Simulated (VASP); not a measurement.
# Si32C (a cell with a defect) in VASP: notebook

Si32C (a cell with a defect) is run at these levels: PBE; tasks: single point.

All numbers are computed with VASP 6.6.1; they aren't measurements. Logs are shortened: lines on timing, memory, paths and dates and some standing lists are left out, and cuts for length are marked.

## 1. The cell of the first run

The cell holds a defect, 33 atoms: a = 9.474 Å, b = 9.474 Å, c = 9.474 Å, α = 109.47°, β = 109.47°, γ = 109.47°.

## 2. Single point, PBE

Contents of INCAR:

```
SYSTEM = Si32C
PREC = Accurate ; ENCUT = 520
EDIFF = 1E-6 ; ISMEAR = -1
SIGMA = 0.01 ; LREAL = Auto
LASPH = .TRUE. ; NELM = 120
ALGO = Normal ; ISIF = 2
LWAVE = .FALSE. ; LCHARG = .FALSE.
GGA = PE ; NBANDS = 88
GGA_COMPAT = .FALSE.
```

Contents of KPOINTS:

```
Automatic mesh
0
G
  1 1 1
  0 0 0
```

Contents of POSCAR:

```
Si32C
1.0
   -5.4697269700      5.4697269700      5.4697269700
    5.4697269700     -5.4697269700      5.4697269700
    5.4697269700      5.4697269700     -5.4697269700
Si C
32 1
Direct
   -0.0222133842     -0.0025723184      0.2524415038
    0.0262851134      0.2582419729      0.0267668207
   -0.0207401585      0.4871023656      0.7324805311
   -0.0169517093      0.7486810671      0.4934928220
    0.2508151379     -0.0023433626     -0.0009100772
    0.2361297926      0.2558175144      0.7463969523
    0.2598991802      0.5185018877      0.5139123170
    0.2312555086      0.7432574089      0.2304174296
    0.4699871120     -0.0030212511      0.6891441388
    0.4879020120      0.2571087204      0.4885683164
    0.4918228528      0.5085737020      0.2442809932
    0.4962058894      0.7472445426     -0.0121633472
    0.7128078301     -0.0015828508      0.4882004922
    0.7530895295      0.2580798465      0.2428329773
    0.7389904757      0.4770812858     -0.0076277774
    0.7678878949      0.7457965873      0.7691180521
   -0.0239083715      0.0016708473      0.5049152195
    0.0173299397      0.2635600312      0.2710409876
   -0.0086589497      0.4821290254     -0.0165075835
    0.0102977382      0.7463502320      0.7477618886
    0.2340487353      0.0005581689      0.2427896568
    0.2627981167      0.2496821262     -0.0006367086
    0.2386106100      0.5067971893      0.7479805737
    0.2208040244      0.7390852910      0.4753899995
    0.5787810400      0.0025289350     -0.0360650004
    0.4787656513      0.2549475121      0.7343027126
    0.5102364285      0.5187507032      0.5025906655
    0.4851178760      0.7504358669      0.2303715297
    0.7670568413      0.0033778834      0.8405348506
    0.7308821216      0.2452149053      0.4757066514
    0.7360547874      0.4989643730      0.2435221764
    0.7495427640      0.7319222165      0.0039742724
    0.6457796724      0.0052313618      0.6463602237
```

Potentials or basis: VASP PAW PBE potentials, release 64 (Si, C).

Command:

```bash
$ cat potpaw_PBE.64/Si/POTCAR potpaw_PBE.64/C/POTCAR > POTCAR
$ mpirun -np 1 vasp_gam > vasp.out
```

OUTCAR:

```text
SYSTEM = Si32C
   PREC = Accurate
   ENCUT = 520
   EDIFF = 1E-6
   ISMEAR = -1
   LREAL = Auto
   LASPH = .TRUE.
   NELM = 120
   ISIF = 2
   GGA = PE

 ion  position               nearest neighbor table
   1  0.978  0.997  0.252-  18 2.36  32 2.36  17 2.38  21 2.45
   2  0.026  0.258  0.027-  29 2.30  18 2.33  22 2.36  19 2.39
   3  0.979  0.487  0.732-  20 2.32  23 2.35  19 2.36  30 2.36
   4  0.983  0.749  0.493-  20 2.34  24 2.34  31 2.36  17 2.39
   5  0.251  0.998  0.999-  20 2.35  22 2.35  21 2.36
   6  0.236  0.256  0.746-  26 2.34  22 2.35  23 2.36  17 2.39
   7  0.260  0.519  0.514-  23 2.33  18 2.34  24 2.36  27 2.41
   8  0.231  0.743  0.230-  19 2.37  24 2.37  28 2.38  21 2.39
   9  0.470  0.997  0.689-  33 1.82  26 2.30  24 2.30  25 2.43  29 2.67
  10  0.488  0.257  0.489-  26 2.36  27 2.37  30 2.38  21 2.39
  11  0.492  0.509  0.244-  22 2.33  31 2.35  28 2.36  27 2.36
  12  0.496  0.747  0.988-  28 2.33  23 2.34  25 2.39  32 2.41
  13  0.713  0.998  0.488-  33 1.80  28 2.33  30 2.33  17 2.44
  14  0.753  0.258  0.243-  30 2.32  31 2.34  25 2.39  18 2.41
  15  0.739  0.477  0.992-  31 2.33  32 2.35  26 2.36  19 2.41
[... 11 lines left out ...]
  27  0.510  0.519  0.503-  11 2.36  10 2.37  16 2.39   7 2.41
  28  0.485  0.750  0.230-  12 2.33  13 2.33  11 2.36   8 2.38
  29  0.767  0.003  0.841-  33 1.82   2 2.30  16 2.31  25 2.44   9 2.67
  30  0.731  0.245  0.476-  14 2.32  13 2.33   3 2.36  10 2.38
  31  0.736  0.499  0.244-  15 2.33  14 2.34  11 2.35   4 2.36
  32  0.750  0.732  0.004-  16 2.33  15 2.35   1 2.36  12 2.41
  33  0.646  0.005  0.646-  13 1.80   9 1.82  29 1.82

  LATTYP: Found a body centered cubic cell.
 ALAT       =    10.9394539400

  Lattice vectors:

 A1 = (  -5.4697269700,   5.4697269700,   5.4697269700)
 A2 = (   5.4697269700,  -5.4697269700,   5.4697269700)
 A3 = (   5.4697269700,   5.4697269700,  -5.4697269700)

Analysis of symmetry for initial positions (statically):
=====================================================================
 Subroutine PRICEL returns:
 Original cell was already a primitive cell.

 Routine SETGRP: Setting up the symmetry group for a
 body centered cubic supercell.

 Subroutine GETGRP returns: Found  1 space group operations
 (whereof  1 operations were pure point group operations)
 out of a pool of 48 trial point group operations.

The static configuration has the point symmetry C_1 .

Analysis of symmetry for dynamics (positions and initial velocities):
=====================================================================
 Subroutine PRICEL returns:
 Original cell was already a primitive cell.

 Routine SETGRP: Setting up the symmetry group for a
 body centered cubic supercell.

 Subroutine GETGRP returns: Found  1 space group operations
 (whereof  1 operations were pure point group operations)
 out of a pool of 48 trial point group operations.

The dynamic configuration has the point symmetry C_1 .

 Subroutine INISYM returns: Found  1 space group operations
 (whereof  1 operations are pure point group operations),
 and found     1 'primitive' translations

----------------------------------------------------------------------------------------

                                     Primitive cell

  volume of cell :     654.5713

  direct lattice vectors                    reciprocal lattice vectors
    -5.469726970  5.469726970  5.469726970     0.000000000  0.091412241  0.091412241
     5.469726970 -5.469726970  5.469726970     0.091412241  0.000000000  0.091412241
     5.469726970  5.469726970 -5.469726970     0.091412241  0.091412241  0.000000000

  length of vectors
     9.473845016  9.473845016  9.473845016     0.129276431  0.129276431  0.129276431

  position of ions in fractional coordinates (direct lattice)
     0.977786616  0.997427682  0.252441504
     0.026285113  0.258241973  0.026766821
     0.979259842  0.487102366  0.732480531
     0.983048291  0.748681067  0.493492822
     0.250815138  0.997656637  0.999089923
     0.236129793  0.255817514  0.746396952
[... 25 lines left out ...]
[... 48 lines left out ...]
   TEBEG  =    0.0;   TEEND  =   0.0 temperature during run
   PSTRESS=    0.0 pullay stress
   NELECT =     132.0000    total number of electrons
   NUPDOWN=      -1.0000    fix difference up-down
   EMIN   =  10.00;   EMAX   =-10.00  energy-range for DOS
   EFERMI =   0.00;   METHOD = LEGACY
   ISMEAR =    -1;   SIGMA  =   0.01  broadening in eV -4-tet -1-fermi 0-gaus
   EFERMI_NEDOS =   21; number of points for ismear=-14 and -15
   IALGO  =     38    algorithm
   IMIX   =      4    mixing-type and parameters
     AMIX     =   0.40;   BMIX     =  1.00
     AMIX_MAG =   1.60;   BMIX_MAG =  1.00
  volume/ion in A,a.u.               =      19.84       133.86
  Fermi-wavevector in a.u.,A,eV,Ry     =   0.960020  1.814176 12.539664  0.921639
  Thomas-Fermi vector in A             =   2.089268
   LORBIT       =      0    0 simple, 1 ext, 2 COOP (PROOUT), +10 PAW based schemes
   GGA     = PE    functional components
   LHFCALC =     F    Hartree Fock is set to
   AEXX    =    0.0000 exact exchange contribution
   IVDW    =     0    specifies the selected vdW correction
   LEPSILON=     F    determine dielectric tensor
   LRPA    =     F    only Hartree local field effects (RPA)
 non-spin polarized calculation
  energy-cutoff  :      520.00
  volume of cell :      654.57
 maximum number of plane-waves:      8775
 NGX is ok and might be reduce to    70
   NGX = 35   NGY = 35   NGZ = 35

 number of electron     132.0000000 magnetization

 Free energy of the ion-electron system (eV)
  ---------------------------------------------------
  ext. energy  EPLUGINS =         0.00000000
  ---------------------------------------------------
  free energy    TOTEN  =      -176.30241614 eV

  energy without entropy =     -176.30241609  energy(sigma->0) =     -176.30241611

 E-fermi :   5.8889     XC(G=0):  -9.4026

 val. band max:        5.7236231743   @ k =   0.0000   0.0000   0.0000
 cond. band min:       6.0541315103   @ k =   0.0000   0.0000   0.0000
 fundamental gap:      0.3305083361
 Fermi energy:         5.8888765896

 k-point     1 :       0.0000    0.0000    0.0000
  band No.  band energies     occupation
      1      -6.9585      2.00000
      2      -5.8150      2.00000
      3      -4.5754      2.00000
      4      -4.3331      2.00000
      5      -4.2773      2.00000
      6      -4.2697      2.00000
[... 70 lines left out ...]
     77       7.9271      0.00000
     78       8.0129      0.00000
 [bands above 78 left out]

------------------------ aborting loop because EDIFF is reached ----------------------------------------

  FORCE on cell =-STRESS in cart. coord.  units (eV):
  Direction    XX          YY          ZZ          XY          YZ          ZX
  --------------------------------------------------------------------------------------
  -------------------------------------------------------------------------------------
  Total        0.8046489      9.1478296      1.0069172      3.2368139     -2.7515571      3.9165333
  in kB        1.9695184     22.3909084      2.4646054      7.9226665     -6.7349158      9.5863984
  external PRESSURE =       8.9416774 kB  Pullay stress =       0.0000000 kB

 VOLUME and BASIS-vectors are now :
 -----------------------------------------------------------------------------
  energy-cutoff  :      520.00
  volume of cell :      654.57
      direct lattice vectors                 reciprocal lattice vectors
    -5.469726970  5.469726970  5.469726970     0.000000000  0.091412241  0.091412241
     5.469726970 -5.469726970  5.469726970     0.091412241  0.000000000  0.091412241
     5.469726970  5.469726970 -5.469726970     0.091412241  0.091412241  0.000000000

 POSITION                                       TOTAL-FORCE (eV/Angst)
 -----------------------------------------------------------------------------------
      1.48822      1.27335      9.42310        -0.003958     -0.000164      0.001937
      1.41515     -1.12233      1.40988        -0.000380      0.003287     -0.001997
      1.31450      6.69844      4.01413        -0.000687      0.001256      0.003104
      1.41735      3.98120      6.77282        -0.003797      0.000941     -0.002009
      9.54977      1.37973      1.36405         0.005624     -0.013015     -0.001126
      4.19027      3.97490     -1.39177         0.000336      0.001752     -0.000392
[... 25 lines left out ...]
     -0.07464      0.11812      8.08147         0.001963     -0.001512      0.002566
      0.03179      7.03904      0.02544        -0.019857     -0.023861     -0.001530
 -----------------------------------------------------------------------------------
    total drift:                               -0.005421     -0.017953      0.003373

  FREE ENERGIE OF THE ION-ELECTRON SYSTEM (eV)
  ---------------------------------------------------
  free  energy   TOTEN  =      -176.3024161353 eV

  energy  without entropy=     -176.3024160886  energy(sigma->0) =     -176.30241611
```

Wall time 1.9 min (1 thread of Intel Xeon Platinum 8375C at 2.90GHz (Ice Lake), shared host); peak memory 0.62 GiB.

Results:

```
Free energy   : -176.3024 eV
Pressure      : 0.9 GPa
Largest force : 0.031 eV/Å
```

Forces in eV/Å, atoms in the order of the input:
```
Si  -0.004  0.000  0.002
Si   0.000  0.003 -0.002
Si  -0.001  0.001  0.003
Si  -0.004  0.001 -0.002
Si   0.006 -0.013 -0.001
Si   0.000  0.002  0.000
Si   0.000 -0.001 -0.004
Si  -0.001  0.000 -0.001
Si   0.009  0.009 -0.002
Si  -0.001 -0.001  0.001
Si   0.000  0.002  0.000
Si  -0.005  0.001  0.000
Si  -0.002  0.002  0.007
Si  -0.003  0.003  0.003
Si   0.000  0.000 -0.001
Si   0.004  0.005  0.004
Si   0.004  0.001  0.000
Si   0.000 -0.002 -0.002
Si   0.004 -0.002  0.002
Si   0.000  0.002 -0.002
Si   0.004  0.002 -0.004
Si   0.004  0.002  0.001
Si  -0.002 -0.001 -0.001
Si   0.006  0.003  0.002
Si   0.001  0.000  0.000
Si  -0.004  0.003 -0.001
Si   0.002 -0.004 -0.001
Si  -0.001 -0.001  0.003
Si   0.003  0.009  0.001
Si   0.001  0.005 -0.002
Si  -0.001 -0.004 -0.001
Si   0.002 -0.002  0.003
C   -0.020 -0.024 -0.002
```

Levels at points of the mesh, in eV from the Fermi level:
| k point | band 62 | band 63 | band 64 | band 65 | band 66 | band 67 | band 68 | band 69 | band 70 | band 71 |
| --- | --- | --- | --- | --- | --- | --- | --- | --- | --- | --- |
| (0.00, 0.00, 0.00) | -1.31 | -0.75 | -0.67 | -0.39 | -0.17 | 0.17 | 0.41 | 0.64 | 0.74 | 0.91 |

Caveat: the k points lie up to 0.81 Å⁻¹ apart, too coarse for converged energies, forces and pressures.

## 3. Single point, PBE

Contents of INCAR:

```
SYSTEM = Si32C
PREC = Accurate
ENCUT = 520
EDIFF = 1E-6
ISMEAR = -1
SIGMA = 0.01
LREAL = Auto
LASPH = .TRUE.
NELM = 120
ALGO = Normal
ISIF = 2
LWAVE = .FALSE.
LCHARG = .FALSE.
GGA = PE
NBANDS = 88
GGA_COMPAT = .FALSE.
```

Contents of KPOINTS:

```
regular mesh
0
G
  1 1 1
  0 0 0
```

Contents of POSCAR:

```
Si32C
1.0
   -5.4697269700      5.4697269700      5.4697269700
    5.4697269700     -5.4697269700      5.4697269700
    5.4697269700      5.4697269700     -5.4697269700
Si C
32 1
Direct
   -0.0094993566      0.0086312899      0.2409360716
    0.0175746848      0.2528384950      0.0067530748
   -0.0089990604      0.5066512399      0.7427754906
   -0.0230124501      0.7444696122      0.4791085028
    0.2504008264     -0.0080333621     -0.0177018457
    0.2215805397      0.2536964965      0.7354561587
    0.2524814223      0.5283177939      0.5017161228
    0.2221412170      0.7441780754      0.2294988487
    0.5883327982      0.0724996677      0.8348284083
    0.4807949014      0.2548064820      0.4788577678
    0.4954921848      0.5088734320      0.2395723231
    0.4941514716      0.7366816482      0.0004568859
    0.7307432420     -0.0082860202      0.4993270976
    0.7503956708      0.2539356121      0.2710586832
    0.7115361701      0.3841513693     -0.0404015710
    0.7462068497      0.7360109103      0.7486753467
   -0.0225122269     -0.0017749004      0.4853736471
   -0.0009014909      0.2742296203      0.2543944921
   -0.0096129425      0.4888442788     -0.0169192826
   -0.0086049424      0.7518238578      0.7350642173
    0.2360588669      0.0001242809      0.2299259927
    0.2604797569      0.2535146788     -0.0052206576
    0.2408613567      0.5096022361      0.7430385399
    0.2347440502      0.7746672861      0.4889421075
    0.5167561084      0.0005503504      0.0212662945
    0.4357035663      0.2185725294      0.6918481125
    0.4938467133      0.5094409058      0.4889399309
    0.4789614305      0.7525444143      0.2444214303
    0.7745424882     -0.0002912692      0.7663723746
    0.7388227402      0.2528732390      0.5145030516
    0.7351396319      0.4910177110      0.2386472779
    0.7457997135      0.7490333379      0.0006009457
    0.3934331623     -0.0001470400      0.6393456935
```

Potentials or basis: VASP PAW PBE potentials, release 64 (Si, C).

Command:

```bash
$ cat potpaw_PBE.64/Si/POTCAR potpaw_PBE.64/C/POTCAR > POTCAR
$ mpirun -np 1 vasp_gam > vasp.out
```

Wall time 1.9 min (1 thread of Intel Xeon Platinum 8375C at 2.90GHz (Ice Lake), shared host); peak memory 0.62 GiB.

The run converged. Its results:

| Quantity | Value |
| --- | --- |
| Free energy | -176.3019 eV |
| Pressure | 0.9 GPa |
| Largest force | 0.012 eV/Å |

Forces in eV/Å, atoms in the order of the input:
```
Si  -0.001 -0.005 -0.002
Si  -0.003  0.000  0.001
Si   0.004 -0.001 -0.003
Si  -0.003  0.001  0.001
Si   0.001 -0.003 -0.005
Si  -0.005  0.002  0.005
Si   0.005 -0.001  0.000
Si  -0.003  0.002 -0.004
Si   0.001 -0.007 -0.005
Si   0.002  0.002 -0.002
Si   0.001 -0.003  0.001
Si   0.002  0.001  0.000
Si   0.001 -0.002 -0.002
Si  -0.002  0.001  0.002
Si  -0.002 -0.002 -0.002
Si  -0.006  0.001  0.005
Si   0.002  0.006  0.002
Si  -0.002  0.001  0.003
Si   0.000  0.001  0.001
Si   0.000 -0.003 -0.001
Si   0.000  0.006  0.000
Si  -0.001 -0.001  0.001
Si   0.000  0.006 -0.001
Si  -0.008 -0.006 -0.001
Si   0.000  0.003  0.005
Si   0.005 -0.005  0.010
Si   0.002  0.001  0.001
Si  -0.001  0.000  0.001
Si   0.008  0.004 -0.007
Si  -0.003 -0.004  0.005
Si   0.002  0.004 -0.003
Si   0.005 -0.006 -0.002
C    0.001  0.007 -0.004
```

Stress tensor (GPa, compression positive):
```
 0.25  0.63 -0.95
 0.63  2.21  0.81
-0.95  0.81  0.21
```

Levels at points of the mesh, in eV from the Fermi level:
```tsv
k point	band 64	band 65	band 66	band 67	band 68	band 69
(0.00, 0.00, 0.00)	-0.68	-0.39	-0.17	0.17	0.42	0.64
```

Caveat: the k points lie up to 0.81 Å⁻¹ apart, too coarse for converged energies, forces and pressures.

## 4. Single point, PBE

Contents of INCAR:

```
SYSTEM = Si32C
PREC = Accurate ; ENCUT = 520
EDIFF = 1E-6 ; ISMEAR = -1
SIGMA = 0.01 ; LREAL = Auto
LASPH = .True. ; NELM = 120
ALGO = Normal ; ISIF = 2
LWAVE = .False. ; LCHARG = .True.
GGA = PE ; LELF = .True.
LVHAR = .True. ; NBANDS = 88
GGA_COMPAT = .False.
```

Contents of KPOINTS:

```
Automatic mesh
0
Gamma
  1 1 1
  0 0 0
```

Contents of POSCAR:

```
Si32C
1.0
   -5.4697269700      5.4697269700      5.4697269700
    5.4697269700     -5.4697269700      5.4697269700
    5.4697269700      5.4697269700     -5.4697269700
Si C
32 1
Direct
   -0.0222133574     -0.0025723405      0.2524414852
    0.0262851328      0.2582419576      0.0267668753
   -0.0207401577      0.4871022840      0.7324805282
   -0.0169516688      0.7486810626      0.4934928224
    0.2508151700     -0.0023433528     -0.0009101003
    0.2361297935      0.2558175221      0.7463969449
    0.2598991701      0.5185018403      0.5139123059
    0.2312555100      0.7432573915      0.2304174426
    0.4699870787     -0.0030212660      0.6891441786
    0.4879020497      0.2571087200      0.4885683535
    0.4918229035      0.5085737397      0.2442810230
    0.4962059377      0.7472446106     -0.0121633128
    0.7128077912     -0.0015828944      0.4882004193
    0.7530895093      0.2580797922      0.2428329617
    0.7389904509      0.4770812171     -0.0076278030
    0.7678878714      0.7457965493      0.7691180059
   -0.0239084146      0.0016708329      0.5049152389
    0.0173299326      0.2635600475      0.2710410425
   -0.0086589331      0.4821290010     -0.0165075881
    0.0102976804      0.7463502333      0.7477619125
    0.2340487938      0.0005581631      0.2427896323
    0.2627981265      0.2496821153     -0.0006367777
    0.2386106303      0.5067972342      0.7479805706
    0.2208039828      0.7390853368      0.4753899992
    0.5787810831      0.0025290111     -0.0360649629
    0.4787655790      0.2549474604      0.7343026484
    0.5102364369      0.5187506644      0.5025906257
    0.4851178157      0.7504358120      0.2303714622
    0.7670568427      0.0033778651      0.8405349161
    0.7308821851      0.2452148905      0.4757066512
    0.7360548382      0.4989643935      0.2435222100
    0.7495428058      0.7319222736      0.0039743300
    0.6457796741      0.0052314311      0.6463602332
```

Command:

```bash
$ cat potpaw_PBE.64/Si/POTCAR potpaw_PBE.64/C/POTCAR > POTCAR
$ mpirun -np 1 vasp_gam > vasp.out
```

Wall time 2.2 min (1 thread of Intel Xeon Platinum 8375C at 2.90GHz (Ice Lake), shared host); peak memory 0.63 GiB.

The run converged. Its results:

```yaml
Free_energy: -176.3024 eV
Pressure: 0.9 GPa
Largest_force: 0.031 eV/Å
```

Forces in eV/Å, atoms in the order of the input:
```
Si  -0.004  0.000  0.002
Si   0.000  0.003 -0.002
Si  -0.001  0.001  0.003
Si  -0.004  0.001 -0.002
Si   0.006 -0.013 -0.001
Si   0.000  0.002  0.000
Si   0.000 -0.001 -0.004
Si  -0.001  0.000 -0.001
Si   0.009  0.009 -0.002
Si  -0.001 -0.001  0.001
Si   0.000  0.002  0.000
Si  -0.005  0.001  0.000
Si  -0.002  0.002  0.007
Si  -0.003  0.003  0.003
Si   0.000  0.000 -0.001
Si   0.004  0.005  0.004
Si   0.004  0.001  0.000
Si   0.000 -0.002 -0.002
Si   0.004 -0.002  0.002
Si   0.000  0.002 -0.002
Si   0.004  0.002 -0.004
Si   0.004  0.002  0.001
Si  -0.002 -0.001 -0.001
Si   0.006  0.003  0.002
Si   0.001  0.000  0.000
Si  -0.004  0.003 -0.001
Si   0.002 -0.004 -0.001
Si  -0.001 -0.001  0.003
Si   0.003  0.009  0.001
Si   0.001  0.005 -0.002
Si  -0.001 -0.004 -0.001
Si   0.002 -0.002  0.003
C   -0.020 -0.024 -0.002
```

Stress tensor (GPa, compression positive):
```
 0.20  0.79  0.96
 0.79  2.24 -0.67
 0.96 -0.67  0.25
```

Levels at points of the mesh, in eV from the Fermi level:
```
           k point  band 63  band 64  band 65  band 66  band 67  band 68  band 69  band 70
(0.00, 0.00, 0.00)    -0.75    -0.67    -0.39    -0.17     0.17     0.41     0.64     0.74
```

Caveat: the k points lie up to 0.81 Å⁻¹ apart, too coarse for converged energies, forces and pressures.
